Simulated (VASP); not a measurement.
Set up this calculation in VASP 6.6.1, as the native input.

| Quantity | Value |
| --- | --- |
| Task | single point |
| Functional | PBE |
| Potentials or basis | VASP PAW PBE potentials, release 64 (Te, As) |
| Cutoff | 520 eV |
| k mesh | 6 × 6 × 4 |
| Occupations | gaussian, width 0.1 eV |
| Spin | no spin polarisation |
| Dipole correction | no |
| Further INCAR settings | ALGO = Normal; EDIFF = 1e-06; NBANDS = 22 |

The structure of Te2As3 lies in POSCAR:

```
Te2As3
1.0
    5.1446081008      0.0000000000      0.0000000000
   -2.5723040504      4.4553613078      0.0000000000
    0.0000000000      0.0000000000      5.9258894961
Te As
2 3
Direct
    0.3333333333      0.6666666667      0.2358092823
    0.6666666667      0.3333333333      0.7641907177
    0.3333333333      0.6666666667      0.7726458488
    0.6666666667      0.3333333333      0.2273541512
    0.0000000000      0.0000000000      0.0000000000
```

The cell was generated, and may not be a known phase.

The input as run:

INCAR

```
ALGO = Normal ; EDIFF = 1E-6
ENCUT = 520 ; GGA = PE
ISIF = 2 ; ISMEAR = 0
LASPH = True ; LCHARG = True
LELF = True ; LREAL = False
LVHAR = True ; LWAVE = False
NBANDS = 22 ; NELM = 60
PREC = Accurate ; SIGMA = 0.1
```

KPOINTS

```
k-points
0
Gamma
  6 6 4
```

Potentials or basis: VASP PAW PBE potentials, release 64 (Te, As).

Run with:

```bash
$ cat potpaw_PBE.64/Te/POTCAR potpaw_PBE.64/As/POTCAR > POTCAR
$ mpirun -np 1 vasp_std > vasp.out
```

It gave:

The pressure is -0.2 GPa and the largest force is 0.012 eV/Å. The band gap on the k mesh is zero (an odd number of electrons rules out a gap without spin polarisation).

Caveat: spin-orbit coupling is left out, which moves the levels of the heavy elements; an odd number of electrons without spin polarisation forces a metal; a magnetic or distorted state may lie lower.

It took 50 s on 1 thread of Intel(R) Xeon(R) Platinum 8488C (Sapphire Rapids), on a shared host, peak memory 0.28 GiB.
